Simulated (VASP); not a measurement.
# HgTe (I-4m2) in VASP: further runs

Runs on HgTe. Level: r2SCAN. Tasks: single point.

All numbers are computed with VASP 6.6.1; they aren't measurements. Logs are shortened: lines on timing, memory, paths and dates and some standing lists are left out, and cuts for length are marked.

### 1 The cell of the first run

The structure is tetragonal, space group I-4m2 (No. 119). Conventional cell: a = 4.559 Å, b = 4.559 Å, c = 6.060 Å, α = 90.00°, β = 90.00°, γ = 90.00°. Hg (site symmetry -4m2) has 4 Te at 2.74 Å within 3.6 Å. Te (site symmetry -4m2) has 4 Hg at 2.74 Å within 3.6 Å.

### 2 Single point, r2SCAN (strain -0.0600 x Voigt [0, 0, 1, 0, 0, 0])

Input file POSCAR:

```
HgTe
1.0
    0.0000000000      3.2235000000      3.0300900000
    3.2235000000      0.0000000000      3.0300900000
    3.2235000000      3.2235000000      0.0000000000
Hg Te
1 1
Direct
    0.0000000000      0.0000000000      0.0000000000
    0.7500000000      0.7500000000      0.7500000000
```

Input file INCAR.step1:

```
SYSTEM = HgTe
  PREC = Accurate
  ENCUT = 520
  ISMEAR = 0
  SIGMA = 0.15
  LREAL = .FALSE.
  LASPH = .TRUE.
  NELM = 60
  NBANDS = 16
  GGA = PE
  ALGO = Normal
  EDIFF = 1E-4
  LWAVE = .TRUE.
  LCHARG = .FALSE.
```

Input file INCAR.step2:

```
SYSTEM = HgTe
  PREC = Accurate
  ENCUT = 520
  EDIFF = 1E-6
  ISMEAR = 0
  SIGMA = 0.15
  LREAL = .FALSE.
  LASPH = .TRUE.
  NELM = 60
  ALGO = Normal
  ISIF = 2
  LWAVE = .FALSE.
  LCHARG = .FALSE.
  METAGGA = R2SCAN
  LMIXTAU = .TRUE.
  NBANDS = 16
  ISTART = 1
```

Input file KPOINTS:

```
Automatic mesh
0
G
  14 14 14
  0 0 0
```

Potentials or basis: VASP PAW PBE potentials, release 64 (Hg, Te).

Started as:

```sh
cat potpaw_PBE.64/Hg/POTCAR potpaw_PBE.64/Te/POTCAR > POTCAR
cp INCAR.step1 INCAR
mpirun -np 1 vasp_std > vasp.out
cp INCAR.step2 INCAR
mpirun -np 1 vasp_std > vasp.out
```

OUTCAR:

```text
SYSTEM = HgTe
   PREC = Accurate
   ENCUT = 520
   EDIFF = 1E-6
   ISMEAR = 0
   LREAL = .FALSE.
   LASPH = .TRUE.
   NELM = 60
   ISIF = 2
   METAGGA = R2SCAN
   ISTART = 1

 ion  position               nearest neighbor table
   1  0.000  0.000  0.000-   2 2.74   2 2.74   2 2.74   2 2.74
   2  0.750  0.750  0.750-   1 2.74   1 2.74   1 2.74   1 2.74

  LATTYP: Found a body centered tetragonal cell.
 ALAT       =     4.5587174183
 C/A-ratio  =     1.3293607486

  Lattice vectors:

 A1 = (   0.0000000000,  -3.2235000000,  -3.0300900000)
 A2 = (   0.0000000000,   3.2235000000,  -3.0300900000)
 A3 = (   3.2235000000,   0.0000000000,   3.0300900000)

Analysis of symmetry for initial positions (statically):
=====================================================================
 Subroutine PRICEL returns:
 Original cell was already a primitive cell.

 Routine SETGRP: Setting up the symmetry group for a
 body centered tetragonal supercell.

 Subroutine GETGRP returns: Found  8 space group operations
 (whereof  8 operations were pure point group operations)
 out of a pool of 16 trial point group operations.

The static configuration has the point symmetry D_2d.

Analysis of symmetry for dynamics (positions and initial velocities):
=====================================================================
 Subroutine PRICEL returns:
 Original cell was already a primitive cell.

 Routine SETGRP: Setting up the symmetry group for a
 body centered tetragonal supercell.

 Subroutine GETGRP returns: Found  8 space group operations
 (whereof  8 operations were pure point group operations)
 out of a pool of 16 trial point group operations.

The dynamic configuration has the point symmetry D_2d.

 Subroutine INISYM returns: Found  8 space group operations
 (whereof  8 operations are pure point group operations),
 and found     1 'primitive' translations

----------------------------------------------------------------------------------------

                                     Primitive cell

  volume of cell :      62.9710

  direct lattice vectors                    reciprocal lattice vectors
     0.000000000  3.223500000  3.030090000    -0.155110904  0.155110904  0.165011600
     3.223500000  0.000000000  3.030090000     0.155110904 -0.155110904  0.165011600
     3.223500000  3.223500000  0.000000000     0.155110904  0.155110904 -0.165011600

  length of vectors
     4.424070259  4.424070259  4.558717418     0.274495198  0.274495198  0.274495198

  position of ions in fractional coordinates (direct lattice)
     0.000000000  0.000000000  0.000000000
     0.750000000  0.750000000  0.750000000

  ion indices of the primitive-cell ions
   primitive index   ion index
                 1           1
                 2           2

----------------------------------------------------------------------------------------

 KPOINTS: Automatic mesh

Automatic generation of k-mesh.
 Grid dimensions read from file:
 generate k-points for:   14   14   14

 Generating k-lattice:

  Cartesian coordinates                     Fractional coordinates (reciprocal lattice)
    -0.011079350  0.011079350  0.011786543     0.071428571  0.000000000  0.000000000
     0.011079350 -0.011079350  0.011786543     0.000000000  0.071428571  0.000000000
     0.011079350  0.011079350 -0.011786543    -0.000000000 -0.000000000  0.071428571

  Length of vectors
     0.019606800  0.019606800  0.019606800

  Shift w.r.t. Gamma in fractional coordinates (k-lattice)
     0.000000000  0.000000000  0.000000000

 Subroutine IBZKPT returns following result:
 ===========================================

 Found    244 irreducible k-points:

 Following reciprocal coordinates:
            Coordinates               Weight
  0.000000  0.000000  0.000000      1.000000
  0.071429  0.000000  0.000000      8.000000
  0.142857  0.000000  0.000000      8.000000
  0.214286  0.000000  0.000000      8.000000
  0.285714  0.000000  0.000000      8.000000
  0.357143  0.000000  0.000000      8.000000
[... 16 lines left out ...]
  0.214286  0.142857  0.000000      8.000000
  0.285714  0.142857  0.000000      8.000000
 [... further k-points ...]
   k-points           NKPTS =    244   k-points in BZ     NKDIM =    244   number of bands    NBANDS=     16
   number of dos      NEDOS =    301   number of ions     NIONS =      2
   total plane-waves  NPLWV =  46656
   dimension x,y,z NGX =    36 NGY =   36 NGZ =   36
   dimension x,y,z NGXF=    72 NGYF=   72 NGZF=   72
   ions per type =               1   1
   NGX,Y,Z   is equivalent  to a cutoff of  13.53, 13.53, 13.13 a.u.
   NGXF,Y,Z  is equivalent  to a cutoff of  27.06, 27.06, 26.26 a.u.
 SYSTEM =  HgTe
   PREC   = accura    normal or accurate (medium, high low for compatibility)
   ISTART =      1    job   : 0-new  1-cont  2-samecut
   ICHARG =      0    charge: 1-file 2-atom 10-const
   ISPIN  =      1    spin polarized calculation?
   LNONCOLLINEAR =      F non collinear calculations
   LSORBIT =      F    spin-orbit coupling
   LASPH  =      T    aspherical Exc in radial PAW
   ENCUT  =  520.0 eV  38.22 Ry    6.18 a.u.   8.23  8.23  8.48*2*pi/ulx,y,z
   NELM   =     60;   NELMIN=  2; NELMDL=  0     # of ELM steps
   EDIFF  = 0.1E-05   stopping-criterion for ELM
   LREAL  =      F    real-space projection
[... 7 lines left out ...]
   TEBEG  =    0.0;   TEEND  =   0.0 temperature during run
   PSTRESS=    0.0 pullay stress
   NELECT =      18.0000    total number of electrons
   NUPDOWN=      -1.0000    fix difference up-down
   EMIN   =  10.00;   EMAX   =-10.00  energy-range for DOS
   EFERMI =   0.00;   METHOD = LEGACY
   ISMEAR =     0;   SIGMA  =   0.15  broadening in eV -4-tet -1-fermi 0-gaus
   EFERMI_NEDOS =   21; number of points for ismear=-14 and -15
   IALGO  =     38    algorithm
   IMIX   =      4    mixing-type and parameters
     AMIX     =   0.40;   BMIX     =  1.00
     AMIX_MAG =   1.60;   BMIX_MAG =  1.00
  volume/ion in A,a.u.               =      31.49       212.47
  Fermi-wavevector in a.u.,A,eV,Ry     =   1.078414  2.037906 15.823249  1.162976
  Thomas-Fermi vector in A             =   2.214352
   LORBIT       =      0    0 simple, 1 ext, 2 COOP (PROOUT), +10 PAW based schemes
   METAGGA = R2SCAN    functional components
   LHFCALC =     F    Hartree Fock is set to
   AEXX    =    0.0000 exact exchange contribution
   IVDW    =     0    specifies the selected vdW correction
   LEPSILON=     F    determine dielectric tensor
   LRPA    =     F    only Hartree local field effects (RPA)
 non-spin polarized calculation
 Gauss-broadening in eV      SIGMA  =   0.15
  energy-cutoff  :      520.00
  volume of cell :       62.97
 maximum number of plane-waves:      1715
 NGX is ok and might be reduce to    36
   NGX = 17   NGY = 17   NGZ = 17

 number of electron      18.0000001 magnetization

 Free energy of the ion-electron system (eV)
  ---------------------------------------------------
  ext. energy  EPLUGINS =         0.00000000
  ---------------------------------------------------
  free energy    TOTEN  =       -75.01019139 eV

  energy without entropy =      -75.01005148  energy(sigma->0) =      -75.01012144

 E-fermi :   3.8198     XC(G=0):  -9.6622

 val. band max:        3.7838998537   @ k =   0.0000   0.0000   0.0000
 cond. band min:       4.2808338925   @ k =   0.0714   0.0000   0.0000
 fundamental gap:      0.4969340388
 Fermi energy:         3.8198142570

 k-point     1 :       0.0000    0.0000    0.0000
  band No.  band energies     occupation
      1      -9.3076      2.00000
      2      -4.4359      2.00000
      3      -4.4359      2.00000
      4      -4.4214      2.00000
      5      -3.7936      2.00000
      6      -3.7436      2.00000
[... 8 lines left out ...]
     15      13.3686      0.00000
     16      13.7201      0.00000

 k-point     2 :       0.0714    0.0000    0.0000
  band No.  band energies     occupation
      1      -9.2763      2.00000
      2      -4.4298      2.00000
      3      -4.4274      2.00000
      4      -4.4096      2.00000
      5      -3.7939      2.00000
      6      -3.7455      2.00000
[... 8 lines left out ...]
     15      12.8962      0.00000
     16      13.2136      0.00000

 k-point     3 :       0.1429    0.0000    0.0000
  band No.  band energies     occupation
      1      -9.1870      2.00000
      2      -4.4066      2.00000
      3      -4.4040      2.00000
      4      -4.3751      2.00000
      5      -3.7931      2.00000
      6      -3.7499      2.00000
[... 8 lines left out ...]
     15      12.5136      0.00000
     16      12.8886      0.00000

 k-point     4 :       0.2143    0.0000    0.0000
  band No.  band energies     occupation
      1      -9.0532      2.00000
      2      -4.3726      2.00000
      3      -4.3659      2.00000
      4      -4.3079      2.00000
      5      -3.7884      2.00000
      6      -3.7538      2.00000
[... 8 lines left out ...]
     15      12.4355      0.00000
     16      12.8630      0.00000

 k-point     5 :       0.2857    0.0000    0.0000
  band No.  band energies     occupation
      1      -8.8981      2.00000
      2      -4.3416      2.00000
      3      -4.3231      2.00000
      4      -4.1768      2.00000
      5      -3.7769      2.00000
      6      -3.7536      2.00000
[... 8 lines left out ...]
     15      12.7184      0.00000
     16      12.8789      0.00000

 k-point     6 :       0.3571    0.0000    0.0000
  band No.  band energies     occupation
      1      -8.7519      2.00000
      2      -4.3180      2.00000
      3      -4.2891      2.00000
      4      -3.9583      2.00000
      5      -3.7601      2.00000
      6      -3.7447      2.00000
[... 8 lines left out ...]
     15      13.2322      0.00000
     16      13.3179      0.00000

 k-point     7 :       0.4286    0.0000    0.0000
  band No.  band energies     occupation
      1      -8.6473      2.00000
      2      -4.3043      2.00000
      3      -4.2679      2.00000
      4      -3.7675      2.00000
      5      -3.7445      2.00000
      6      -3.6157      2.00000
[... 8 lines left out ...]
     15      13.7989      0.00000
     16      14.0823      0.00000

 k-point     8 :       0.5000    0.0000    0.0000
  band No.  band energies     occupation
      1      -8.6092      2.00000
      2      -4.3000      2.00000
      3      -4.2609      2.00000
      4      -3.7551      2.00000
      5      -3.7380      2.00000
      6      -3.3953      2.00000
[... 8 lines left out ...]
     15      14.1183      0.00000
     16      14.5651      0.00000

 k-point     9 :       0.0714    0.0714    0.0000
  band No.  band energies     occupation
      1      -9.2638      2.00000
      2      -4.4210      2.00000
      3      -4.4194      2.00000
      4      -4.4194      2.00000
      5      -3.7888      2.00000
      6      -3.7497      2.00000
[... 8 lines left out ...]
     15      13.2348      0.00000
     16      13.4008      0.00000
[... 172 lines left out ...]
 k-point    19 :      -0.2143    0.0714    0.0000
  band No.  band energies     occupation
      1      -8.9840      2.00000
      2      -4.3610      2.00000
      3      -4.3278      2.00000
      4      -4.2673      2.00000
      5      -3.7994      2.00000
      6      -3.7481      2.00000
[... 8 lines left out ...]
     15      12.0389      0.00000
     16      13.3959      0.00000

 k-point    20 :      -0.1429    0.0714    0.0000
  band No.  band energies     occupation
      1      -9.1246      2.00000
      2      -4.3934      2.00000
      3      -4.3785      2.00000
      4      -4.3463      2.00000
      5      -3.8023      2.00000
      6      -3.7464      2.00000
[... 8 lines left out ...]
     15      12.0384      0.00000
     16      12.7109      0.00000

 k-point    21 :      -0.0714    0.0714    0.0000
  band No.  band energies     occupation
      1      -9.2275      2.00000
      2      -4.4178      2.00000
      3      -4.4174      2.00000
      4      -4.3850      2.00000
      5      -3.7992      2.00000
      6      -3.7447      2.00000
[... 8 lines left out ...]
     15      12.3556      0.00000
     16      12.6687      0.00000

 k-point    22 :       0.1429    0.1429    0.0000
  band No.  band energies     occupation
      1      -9.1390      2.00000
      2      -4.4144      2.00000
      3      -4.3709      2.00000
      4      -4.3709      2.00000
      5      -3.7751      2.00000
      6      -3.7640      2.00000
[... 8 lines left out ...]
     15      12.5604      0.00000
     16      13.4966      0.00000

 k-point    23 :       0.2143    0.1429    0.0000
  band No.  band energies     occupation
      1      -9.0361      2.00000
      2      -4.3974      2.00000
      3      -4.3355      2.00000
      4      -4.3250      2.00000
      5      -3.7691      2.00000
      6      -3.7658      2.00000
[... 8 lines left out ...]
     15      13.1252      0.00000
     16      13.4334      0.00000

 k-point    24 :       0.2857    0.1429    0.0000
  band No.  band energies     occupation
      1      -8.9001      2.00000
      2      -4.3595      2.00000
      3      -4.2987      2.00000
      4      -4.2446      2.00000
      5      -3.7630      2.00000
      6      -3.7546      2.00000
[... 8 lines left out ...]
     15      13.2852      0.00000
     16      13.5430      0.00000

 [... further k-points ...]

------------------------ aborting loop because EDIFF is reached ----------------------------------------

  FORCE on cell =-STRESS in cart. coord.  units (eV):
  Direction    XX          YY          ZZ          XY          YZ          ZX
  --------------------------------------------------------------------------------------
  -------------------------------------------------------------------------------------
  Total        2.4971985      2.4971985      2.6994354      0.0000000      0.0000000      0.0000000
  in kB       63.5364258     63.5364258     68.6819550      0.0000000      0.0000000      0.0000000
  external PRESSURE =      65.2516022 kB  Pullay stress =       0.0000000 kB

 VOLUME and BASIS-vectors are now :
 -----------------------------------------------------------------------------
  energy-cutoff  :      520.00
  volume of cell :       62.97
      direct lattice vectors                 reciprocal lattice vectors
     0.000000000  3.223500000  3.030090000    -0.155110904  0.155110904  0.165011600
     3.223500000  0.000000000  3.030090000     0.155110904 -0.155110904  0.165011600
     3.223500000  3.223500000  0.000000000     0.155110904  0.155110904 -0.165011600

 POSITION                                       TOTAL-FORCE (eV/Angst)
 -----------------------------------------------------------------------------------
      0.00000      0.00000      0.00000         0.000000      0.000000      0.000000
      4.83525      4.83525      4.54514        -0.000000     -0.000000     -0.000000
 -----------------------------------------------------------------------------------
    total drift:                                0.000000      0.000000      0.000000

  FREE ENERGIE OF THE ION-ELECTRON SYSTEM (eV)
  ---------------------------------------------------
  free  energy   TOTEN  =       -75.0101913885 eV

  energy  without entropy=      -75.0100514815  energy(sigma->0) =      -75.01012144
```

Wall time 13 min (1 thread of AMD EPYC 9R14 (Zen 4), shared host); peak memory 0.37 GiB.

Results:

| Quantity | Value |
| --- | --- |
| Free energy | -75.0102 eV |
| Pressure | 6.5 GPa |
| Band gap on the k mesh | 0.14 eV (least direct gap 0.21 eV) |

Levels at points of the mesh, in eV from the valence-band top:
```csv
k point,band 5,band 6,band 7,band 8,band 9,band 10,band 11,band 12,band 13,band 14
"(0.00, 0.00, 0.00)",-7.44,-7.39,-0.22,-0.07,-0.07,0.14,4.44,4.45,4.45,6.83
"(0.50, 0.00, 0.00)",-7.38,-7.04,-6.14,-1.32,-1.01,0.94,5.12,5.52,7.17,8.58
"(0.50, 0.50, 0.00)",-7.34,-6.74,-5.77,-2.85,-2.85,1.72,2.35,9.32,9.74,9.74
"(0.50, 0.00, 0.50)",-7.34,-6.89,-6.08,-2.66,-2.48,2.22,2.67,8.85,9.46,9.76
```

Caveat: the cell differs from its parent crystal (strain -0.0600 x Voigt [0, 0, 1, 0, 0, 0]); the cell stands under pressure; the smearing spreads over this small gap; the PAW data sets were made with another functional, which shifts forces and pressure a little; spin-orbit coupling is left out, which moves the levels of the heavy elements.

(Part 1 of 2 ends here.)

The gap in the log of VASP goes by the Fermi energy; the results here count the filled bands.